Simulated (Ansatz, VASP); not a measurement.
# Two plane-wave programs on Sn4Se3S

The input INCAR:

```
ALGO = Normal
EDIFF = 1E-7
ENCUT = 520
GGA = PE
ISIF = 2
ISMEAR = 0
LASPH = True
LCHARG = False
LREAL = False
LWAVE = False
NBANDS = 50
NELM = 100
PREC = Accurate
SIGMA = 0.1
```

KPOINTS

```
k-points
0
Gamma
  4 4 4
```

POSCAR

```
Sn4Se3S
1.0
   -3.0069103000      3.0069103000      6.0081416000
    3.0069103000     -3.0069103000      6.0081416000
    3.0069103000      3.0069103000     -6.0081416000
Sn Se S
4 3 1
Direct
    0.5000000000      0.0000000000      0.5000000000
    0.2567230000      0.2567230000      0.0000000000
    0.0000000000      0.5000000000      0.5000000000
    0.7432770000      0.7432770000      0.0000000000
    0.7500000000      0.2500000000      0.5000000000
    0.2500000000      0.7500000000      0.5000000000
    0.0000000000      0.0000000000      0.0000000000
    0.5000000000      0.5000000000      0.0000000000
```

Input for Ansatz:

```yaml
crystal:
  lattice:
    - [-3.0069103, 3.0069103, 6.0081416]
    - [3.0069103, -3.0069103, 6.0081416]
    - [3.0069103, 3.0069103, -6.0081416]
  atoms:
    - { symbol: Sn, position: [0.5, 0.0, 0.5] }
    - { symbol: Sn, position: [0.256723, 0.256723, 0.0] }
    - { symbol: Sn, position: [0.0, 0.5, 0.5] }
    - { symbol: Sn, position: [0.743277, 0.743277, 0.0] }
    - { symbol: Se, position: [0.75, 0.25, 0.5] }
    - { symbol: Se, position: [0.25, 0.75, 0.5] }
    - { symbol: Se, position: [0.0, 0.0, 0.0] }
    - { symbol: S, position: [0.5, 0.5, 0.0] }
basis:
  ecutwfc: 420
kpoints:
  mp_grid: { grid: [4, 4, 4] }
hamiltonian:
  xc: pbe
scf:
  occupations: { method: gaussian, width: 0.1 }
  lower_state_search: "off"
output:
  forces: true
  stress: true
  eigenvalues: true
```

Alike in both runs: task single point; functional PBE; k mesh 4 × 4 × 4; occupations gaussian, width 0.1 eV; no spin polarisation.

|  | VASP | Ansatz |
| --- | --- | --- |
| version | VASP 6.6.1 | Ansatz 0.2.0 |
| potentials or method | VASP PAW PBE potentials, release 64 (Sn_d, Se, S), cutoff 520 eV | scalar-relativistic, plane waves, PAW |
| valence electrons in the cell | 80 | 110 |

|  | VASP | Ansatz | Ansatz less VASP |
| --- | --- | --- | --- |
| gap on the k mesh at the Fermi level (eV) | 0.45 | 0.45 | 0.000 |
| least direct gap on the mesh (eV) | 0.45 | 0.45 | 0.000 |
| pressure (GPa) | -0.2 | -0.2 | +0.01 |
| traceless stress, the component that is largest in VASP (GPa) | -0.45 | -0.45 | 0.000 |

With one functional, cell and mesh, what is left measures potentials, basis and numerics. VASP's potentials hold 80 valence electrons a cell and Ansatz's 110, so a difference there can come from the potentials and not from the codes.
